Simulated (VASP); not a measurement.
Write the native input for VASP 6.6.1 that does the following.

```yaml
Task: single point
Functional: PBEsol
Potentials_or_basis: VASP PAW PBE potentials, release 64 (Ti_sv, Si)
Cutoff: 520 eV
k_mesh: 14 × 14 × 14
Occupations: gaussian, width 0.15 eV
Spin: no spin polarisation
Dipole_correction: no
Further_INCAR_settings: ALGO = Normal; EDIFF = 1e-06; NBANDS = 29
```

The structure of TiSi2 lies in POSCAR:

```
TiSi2
1.0
    0.0000000000      4.4183461989      3.9082032985
    2.5713482851      0.0000000000      3.9082032985
    2.5713482851      4.4183461989      0.0000000000
Ti Si
2 4
Direct
    0.7500000000      0.7500000000      0.7500000000
    0.5000000000      0.5000000000      0.5000000000
    0.0861670624      0.4138329376      0.0861670624
    0.4138329376      0.0861670624      0.4138329376
    0.1638329376      0.8361670624      0.1638329376
    0.8361670624      0.1638329376      0.8361670624
```

This cell differs from its parent crystal: strain +0.080 along x and y, -0.080 along z.

The input as run:

INCAR

```
PREC = Accurate
ENCUT = 520
EDIFF = 1E-6
ISMEAR = 0
SIGMA = 0.15
LREAL = False
LASPH = True
NELM = 80
ALGO = Normal
ISIF = 2
LWAVE = False
LCHARG = True
GGA = PS
LELF = True
LVHAR = True
NBANDS = 29
```

KPOINTS

```
Automatic mesh
0
Gamma
  14 14 14
```

Potentials or basis: VASP PAW PBE potentials, release 64 (Ti_sv, Si).

Run with:

```sh
$ cat potpaw_PBE.64/Ti_sv/POTCAR potpaw_PBE.64/Si/POTCAR > POTCAR
$ mpirun -np 1 vasp_std > vasp.out
```

Results of the run:

```
Pressure               : -0.6 GPa
Largest force          : 0.137 eV/Å
Band gap on the k mesh : zero (bands 20 and 21 overlap by 1.74 eV)
```

Caveat: the cell differs from its parent crystal (strain +0.080 along x and y, -0.080 along z); the stress differs along the axes, from -17 to 27 GPa; the PAW data sets were made with another functional, which shifts forces and pressure a little.

It took 12 min on 1 thread of Intel(R) Xeon(R) 6975P-C (Granite Rapids) (shared host), peak memory 0.92 GiB.
